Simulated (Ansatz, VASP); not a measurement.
# Nb3Re: VASP beside Ansatz

```
Nb Re
1.0
     3.92664    0.00000    0.00000
     0.00000    3.92664    0.00000
     0.00000    0.00000    3.92664
Nb Re
3 1
Direct
  0.00000 0.50000 0.50000
  0.50000 0.00000 0.50000
  0.50000 0.50000 0.00000
  0.00000 0.00000 0.00000
```

Alike in both runs: task relaxation of cell and atoms; functional PBE; k mesh 4 × 4 × 4; occupations gaussian, width 0.1 eV; no spin polarisation.

|  | VASP | Ansatz |
| --- | --- | --- |
| version | VASP 6.6.1 | Ansatz 0.2.0 |
| potentials or method | VASP PAW PBE potentials, release 64 (Nb_sv, Re), cutoff 600 eV | scalar-relativistic, plane waves, PAW |
| valence electrons in the cell | 46 | 54 |

```csv
,VASP,Ansatz,Ansatz less VASP
"gap on the k mesh at the Fermi level, each at its own relaxed structure (eV)",none,none,-
relaxed volume (Å³/atom),17.65,17.69,+0.038
relaxed cell length with the largest relative difference (Å),4.133,4.136,+0.0030
```

A gap of «none» marks a metal or a gap that the smearing closes. VASP's potentials hold 46 valence electrons a cell and Ansatz's 54, so a difference there can come from the potentials and not from the codes.

The k mesh is coarse, so the values compare programs but aren't converged. Neither program's run includes spin-orbit coupling. Noted on VASP's run: the volume moved by over 15 % at a fixed basis, so the end points are rough.
